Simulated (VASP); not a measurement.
# C18Se in VASP: relaxation of the atoms with PBEsol

Aim: the relaxation of the atoms of C18Se with PBEsol.

Everything below comes from runs of VASP 6.6.1. Logs are shortened: lines on timing, memory, paths and dates and some standing lists are left out, and cuts for length are marked.

## 1. The cell of the first run

The cell holds a slab with vacuum, 19 atoms: a = 7.398 Å, b = 7.398 Å, c = 11.000 Å, α = 90.00°, β = 90.00°, γ = 120.00°.

## 2. Relaxation of the atoms, PBEsol

Contents of INCAR:

```
SYSTEM = C18Se
PREC = Accurate
ENCUT = 520
EDIFF = 1E-6
ISMEAR = 0
SIGMA = 0.05
LREAL = Auto
LASPH = .True.
NELM = 80
ALGO = Normal
ISIF = 2
LWAVE = .False.
LCHARG = .False.
GGA = PS
IBRION = 2
NSW = 80
EDIFFG = -0.03
```

Contents of KPOINTS:

```
Automatic mesh
0
Gamma
  2 2 1
  0 0 0
```

Contents of POSCAR:

```
C18Se
1.0
    7.3980000000      0.0000000000      0.0000000000
   -3.6990000000      6.4068560000      0.0000000000
    0.0000000000      0.0000000000     11.0000000000
C Se
18 1
Direct
    0.0000000000      0.0000000000      0.0909091000
    0.2222222000      0.1111111000      0.0909091000
    0.0000000000      0.3333333000      0.0909091000
    0.2222222000      0.4444444000      0.0909091000
    0.0000000000      0.6666667000      0.0909091000
    0.2222222000      0.7777778000      0.0909091000
    0.3333333000      0.0000000000      0.0909091000
    0.5555556000      0.1111111000      0.0909091000
    0.3333333000      0.3333333000      0.0909091000
    0.5555556000      0.4444444000      0.0909091000
    0.3333333000      0.6666667000      0.0909091000
    0.5555556000      0.7777778000      0.0909091000
    0.6666667000      0.0000000000      0.0909091000
    0.8888889000      0.1111111000      0.0909091000
    0.6666667000      0.3333333000      0.0909091000
    0.8888889000      0.4444444000      0.0909091000
    0.6666667000      0.6666667000      0.0909091000
    0.8888889000      0.7777778000      0.0909091000
    0.0701491000      0.4771524000      0.2536364000
```

Potentials or basis: VASP PAW PBE potentials, release 64 (C, Se).

Launch:

```
cat potpaw_PBE.64/C/POTCAR potpaw_PBE.64/Se/POTCAR > POTCAR
mpirun -np 1 vasp_std > vasp.out
```

OUTCAR:

```text
SYSTEM = C18Se
   PREC = Accurate
   ENCUT = 520
   EDIFF = 1E-6
   ISMEAR = 0
   LREAL = Auto
   LASPH = .True.
   NELM = 80
   ISIF = 2
   GGA = PS
   IBRION = 2
   NSW = 80
   EDIFFG = -0.03

 ion  position               nearest neighbor table
   1  0.000  0.000  0.091-   2 1.42  14 1.42  18 1.42
   2  0.222  0.111  0.091-   1 1.42   7 1.42   9 1.42
   3  0.000  0.333  0.091-   4 1.42  16 1.42  14 1.42  19 2.01
   4  0.222  0.444  0.091-   3 1.42   9 1.42  11 1.42  19 2.19
   5  0.000  0.667  0.091-   6 1.42  18 1.42  16 1.42
   6  0.222  0.778  0.091-   5 1.42  11 1.42   7 1.42
   7  0.333  0.000  0.091-   2 1.42   6 1.42   8 1.42
   8  0.556  0.111  0.091-  13 1.42  15 1.42   7 1.42
   9  0.333  0.333  0.091-   4 1.42   2 1.42  10 1.42
  10  0.556  0.444  0.091-  15 1.42   9 1.42  17 1.42
  11  0.333  0.667  0.091-   6 1.42  12 1.42   4 1.42
  12  0.556  0.778  0.091-  17 1.42  13 1.42  11 1.42
  13  0.667  0.000  0.091-  14 1.42   8 1.42  12 1.42
  14  0.889  0.111  0.091-  13 1.42   1 1.42   3 1.42
  15  0.667  0.333  0.091-  16 1.42  10 1.42   8 1.42
  16  0.889  0.444  0.091-  15 1.42   3 1.42   5 1.42  19 2.18
  17  0.667  0.667  0.091-  18 1.42  12 1.42  10 1.42
  18  0.889  0.778  0.091-  17 1.42   5 1.42   1 1.42
  19  0.070  0.477  0.254-   3 2.01  16 2.18   4 2.19

  LATTYP: Found a hexagonal cell.
 ALAT       =     7.3980000000
 C/A-ratio  =     1.4868883482

  Lattice vectors:

 A1 = (   7.3980000000,   0.0000000000,   0.0000000000)
 A2 = (  -3.6990000000,   6.4068560000,   0.0000000000)
 A3 = (   0.0000000000,   0.0000000000,  11.0000000000)

Analysis of symmetry for initial positions (statically):
=====================================================================
 Subroutine PRICEL returns:
 Original cell was already a primitive cell.

 Routine SETGRP: Setting up the symmetry group for a
 hexagonal supercell.

 Subroutine GETGRP returns: Found  1 space group operations
 (whereof  1 operations were pure point group operations)
 out of a pool of 24 trial point group operations.

The static configuration has the point symmetry C_1 .

Analysis of symmetry for dynamics (positions and initial velocities):
=====================================================================
 Subroutine PRICEL returns:
 Original cell was already a primitive cell.

 Routine SETGRP: Setting up the symmetry group for a
 hexagonal supercell.

 Subroutine GETGRP returns: Found  1 space group operations
 (whereof  1 operations were pure point group operations)
 out of a pool of 24 trial point group operations.

The dynamic configuration has the point symmetry C_1 .
[... 116 lines left out ...]
   IBRION =      2    ionic relax: 0-MD 1-quasi-New 2-CG
   NFREE  =      1    steps in history (QN), initial steepest desc. (CG)
   ISIF   =      2    stress and relaxation
   ISYM   =      2    0-nonsym 1-usesym 2-fastsym
   POTIM  = 0.5000    time-step for ionic-motion
   TEBEG  =    0.0;   TEEND  =   0.0 temperature during run
   PSTRESS=    0.0 pullay stress
   NELECT =      78.0000    total number of electrons
   NUPDOWN=      -1.0000    fix difference up-down
   EMIN   =  10.00;   EMAX   =-10.00  energy-range for DOS
   EFERMI =   0.00;   METHOD = LEGACY
   ISMEAR =     0;   SIGMA  =   0.05  broadening in eV -4-tet -1-fermi 0-gaus
   EFERMI_NEDOS =   21; number of points for ismear=-14 and -15
   IALGO  =     38    algorithm
   IMIX   =      4    mixing-type and parameters
     AMIX     =   0.40;   BMIX     =  1.00
     AMIX_MAG =   1.60;   BMIX_MAG =  1.00
  volume/ion in A,a.u.               =      27.44       185.18
  Fermi-wavevector in a.u.,A,eV,Ry     =   0.869072  1.642308 10.276289  0.755286
  Thomas-Fermi vector in A             =   1.987841
   LORBIT       =      0    0 simple, 1 ext, 2 COOP (PROOUT), +10 PAW based schemes
   GGA     = PS    functional components
   LHFCALC =     F    Hartree Fock is set to
   AEXX    =    0.0000 exact exchange contribution
   IVDW    =     0    specifies the selected vdW correction
   LEPSILON=     F    determine dielectric tensor
   LRPA    =     F    only Hartree local field effects (RPA)
 conjugate gradient relaxation of ions
 non-spin polarized calculation
 Gauss-broadening in eV      SIGMA  =   0.05
  energy-cutoff  :      520.00
  volume of cell :      521.38
 maximum number of plane-waves:     14099
 NGX is ok and might be reduce to    56
   NGX = 27   NGY = 27   NGZ = 41

--------------------------------------- Ionic step        1  -------------------------------------------

 number of electron      78.0000000 magnetization

 Free energy of the ion-electron system (eV)
  ---------------------------------------------------
  ext. energy  EPLUGINS =         0.00000000
  ---------------------------------------------------
  free energy    TOTEN  =      -172.29149093 eV

  energy without entropy =     -172.27864400  energy(sigma->0) =     -172.28506747

------------------------ aborting loop because EDIFF is reached ----------------------------------------

  FORCE on cell =-STRESS in cart. coord.  units (eV):
  Direction    XX          YY          ZZ          XY          YZ          ZX
  --------------------------------------------------------------------------------------
  -------------------------------------------------------------------------------------
  Total        0.7794982      6.4944385     10.6109454      0.0625610     -4.5528521     -0.2088222
  in kB        2.3953761     19.9572280     32.6071383      0.1922482    -13.9907870     -0.6417049
  external PRESSURE =      18.3199141 kB  Pullay stress =       0.0000000 kB
[... 140 lines left out ...]
  FREE ENERGIE OF THE ION-ELECTRON SYSTEM (eV)
  ---------------------------------------------------
  free  energy   TOTEN  =      -173.1743810622 eV

  energy  without entropy=     -173.1622127282  energy(sigma->0) =     -173.16829690

[... ionic steps 4 to 57 ...]

--------------------------------------- Ionic step       58  -------------------------------------------

 number of electron      77.9999998 magnetization

------------------------ aborting loop because EDIFF is reached ----------------------------------------
[... 101 lines left out ...]
--------------------------------------- Ionic step       60  -------------------------------------------

 number of electron      77.9999998 magnetization

 Free energy of the ion-electron system (eV)
  ---------------------------------------------------
  ext. energy  EPLUGINS =         0.00000000
  ---------------------------------------------------
  free energy    TOTEN  =      -174.77241391 eV

  energy without entropy =     -174.77241158  energy(sigma->0) =     -174.77241275

 E-fermi :  -1.3716     XC(G=0):  -4.4884

 val. band max:       -1.5191336570   @ k =   0.0000   0.0000   0.0000
 cond. band min:      -1.2240019662   @ k =   0.0000   0.0000   0.0000
 fundamental gap:      0.2951316908
 Fermi energy:        -1.3715678163

 k-point     1 :       0.0000    0.0000    0.0000
  band No.  band energies     occupation
      1     -21.0647      2.00000
      2     -18.9895      2.00000
      3     -18.4137      2.00000
      4     -18.4117      2.00000
      5     -18.3728      2.00000
      6     -18.2985      2.00000
[... 243 lines left out ...]
  FREE ENERGIE OF THE ION-ELECTRON SYSTEM (eV)
  ---------------------------------------------------
  free  energy   TOTEN  =      -174.7724139102 eV

  energy  without entropy=     -174.7724115845  energy(sigma->0) =     -174.77241275

 reached required accuracy - stopping structural energy minimisation
```

OSZICAR:

```text
N       E                     dE             d eps       ncg     rms          rms(c)
DAV:   1     0.653560879036E+03    0.65356E+03   -0.32219E+04   392   0.128E+03
DAV:   2    -0.818851556814E+02   -0.73545E+03   -0.71106E+03   560   0.303E+02
DAV:   3    -0.182167723432E+03   -0.10028E+03   -0.99183E+02   447   0.117E+02
DAV:   4    -0.185497870823E+03   -0.33301E+01   -0.32979E+01   504   0.260E+01
[... 658 lines left out ...]
       N       E                     dE             d eps       ncg     rms          rms(c)
DAV:   1    -0.174772390219E+03   -0.18934E-03   -0.35685E-02   392   0.934E-01    0.343E-02
DAV:   2    -0.174772421980E+03   -0.31760E-04   -0.50851E-04   500   0.105E-01    0.239E-02
DAV:   3    -0.174772413921E+03    0.80587E-05   -0.35474E-05   488   0.322E-02    0.101E-02
DAV:   4    -0.174772413910E+03    0.10932E-07   -0.94546E-06   440   0.140E-02
  60 F= -.17477241E+03 E0= -.17477241E+03  d E =-.213338E-03
```

CONTCAR:

```text
C18Se
   1.00000000000000
     7.3979999999999997    0.0000000000000000    0.0000000000000000
    -3.6989999999999998    6.4068560000000003    0.0000000000000000
     0.0000000000000000    0.0000000000000000   11.0000000000000000
  C               Se
    18     1
Direct
     0.0059725078507132    0.0034620806425761    0.0854605753626760
     0.2289061797818362    0.1157801492263617    0.0850846847542629
     0.0084526030509562    0.3360539601976355    0.1120791218360016
     0.2328395230162279    0.4521125943435685    0.0909416900404389
     0.0096320059553229    0.6753097734417552    0.0909753364658826
     0.2273288972018232    0.7827106368658855    0.0836956378213658
[... 11 lines left out ...]
     0.8961429656077510    0.7834763448850451    0.0857925838975973
     0.9512547717329707    0.3934191925823277    0.2910932987796750

  0.00000000E+00  0.00000000E+00  0.00000000E+00
  0.00000000E+00  0.00000000E+00  0.00000000E+00
  0.00000000E+00  0.00000000E+00  0.00000000E+00
  0.00000000E+00  0.00000000E+00  0.00000000E+00
  0.00000000E+00  0.00000000E+00  0.00000000E+00
  0.00000000E+00  0.00000000E+00  0.00000000E+00
[... 11 lines left out ...]
  0.00000000E+00  0.00000000E+00  0.00000000E+00
  0.00000000E+00  0.00000000E+00  0.00000000E+00
```

Wall time 1.5 h (1 thread of Intel Xeon Platinum 8488C (Sapphire Rapids), shared host); peak memory 0.64 GiB.

What came out:

```yaml
Free_energy: -174.7724 eV
Energy_gained_by_relaxing: 130.6 meV/atom
Ionic_steps: 60
Largest_force_after_relaxing: 0.026 eV/Å
Band_gap_on_the_k_mesh: 0.30 eV
```

Forces in eV/Å, atoms in the order of the input:
```
C   -0.010  0.004  0.009
C   -0.006 -0.001  0.012
C   -0.010  0.001 -0.012
C    0.008  0.019 -0.012
C   -0.004  0.006 -0.001
C    0.022  0.006 -0.002
C   -0.004 -0.014  0.012
C    0.006  0.008  0.005
C    0.007 -0.004  0.004
C    0.012 -0.008 -0.014
C   -0.013 -0.012  0.001
C   -0.005  0.005  0.001
C    0.013  0.001  0.013
C    0.001 -0.003  0.003
C   -0.009  0.004 -0.006
C   -0.003 -0.005 -0.010
C    0.007 -0.022 -0.011
C    0.003  0.022 -0.007
Se  -0.013 -0.006  0.015
```

Step by step:
```csv
step,energy change (eV),largest force (eV/Å),pressure (GPa)
1,0.0000,6.4978,1.83
3,-0.8829,3.1343,1.09
5,-1.4748,1.8380,0.28
7,-1.7992,1.2173,-0.15
9,-1.9231,0.9606,-0.30
11,-2.0457,1.1634,-0.30
13,-2.1534,0.6119,-0.32
15,-2.1829,0.5293,-0.30
17,-2.2113,0.4473,-0.26
19,-2.2305,0.3786,-0.25
21,-2.2457,0.3924,-0.23
23,-2.2637,0.3722,-0.21
25,-2.2889,0.3953,-0.19
27,-2.3034,0.4231,-0.19
29,-2.3276,0.4730,-0.20
31,-2.3562,0.5650,-0.18
33,-2.3656,0.5665,-0.17
35,-2.3657,1.2520,-0.07
37,-2.3833,0.5648,-0.12
39,-2.4080,0.3986,-0.06
41,-2.4107,0.4996,-0.03
43,-2.4282,0.4459,0.01
45,-2.4433,0.3052,0.00
47,-2.4538,0.2775,-0.03
49,-2.4654,0.2412,-0.10
51,-2.4712,0.2041,-0.11
53,-2.4755,0.1447,-0.10
55,-2.4782,0.1495,-0.08
57,-2.4801,0.1009,-0.05
59,-2.4807,0.0496,-0.05
60,-2.4809,0.0259,-0.04
```

Final structure:
```yaml
crystal:
  lattice:
    - [7.39800, 0.00000, 0.00000]
    - [-3.69900, 6.40686, 0.00000]
    - [0.00000, 0.00000, 11.00000]
  atoms:
    - { symbol: C, position: [0.00597, 0.00346, 0.08546] }
    - { symbol: C, position: [0.22891, 0.11578, 0.08508] }
    - { symbol: C, position: [0.00845, 0.33605, 0.11208] }
    - { symbol: C, position: [0.23284, 0.45211, 0.09094] }
    - { symbol: C, position: [0.00963, 0.67531, 0.09098] }
    - { symbol: C, position: [0.22733, 0.78271, 0.08370] }
    - { symbol: C, position: [0.33917, 0.00554, 0.08116] }
    - { symbol: C, position: [0.56190, 0.11723, 0.08363] }
    - { symbol: C, position: [0.34106, 0.33870, 0.08567] }
    - { symbol: C, position: [0.56101, 0.44849, 0.08599] }
    - { symbol: C, position: [0.34023, 0.66990, 0.08381] }
    - { symbol: C, position: [0.56298, 0.78164, 0.08141] }
    - { symbol: C, position: [0.67472, 0.00439, 0.08355] }
    - { symbol: C, position: [0.89247, 0.11167, 0.09067] }
    - { symbol: C, position: [0.66920, 0.33495, 0.09106] }
    - { symbol: C, position: [0.89364, 0.45090, 0.11226] }
    - { symbol: C, position: [0.67324, 0.67144, 0.08566] }
    - { symbol: C, position: [0.89614, 0.78348, 0.08579] }
    - { symbol: Se, position: [0.95125, 0.39342, 0.29109] }
```

Levels at points of the mesh, in eV from the valence-band top:
| k point | band 37 | band 38 | band 39 | band 40 | band 41 | band 42 |
| --- | --- | --- | --- | --- | --- | --- |
| (0.00, 0.00, 0.00) | -0.94 | -0.86 | 0.00 | 0.30 | 0.83 | 2.21 |
| (0.50, 0.00, 0.00) | -2.28 | -0.86 | -0.83 | 1.07 | 1.93 | 2.56 |
| (0.00, 0.50, 0.00) | -2.28 | -0.86 | -0.83 | 1.07 | 1.93 | 2.56 |
| (0.50, 0.50, 0.00) | -2.35 | -0.84 | -0.50 | 0.52 | 2.20 | 2.47 |

Caveat: the k points lie up to 0.49 Å⁻¹ apart; there is no dipole correction, which matters where the two faces differ; the PAW data sets were made with another functional, which shifts forces and pressure a little.
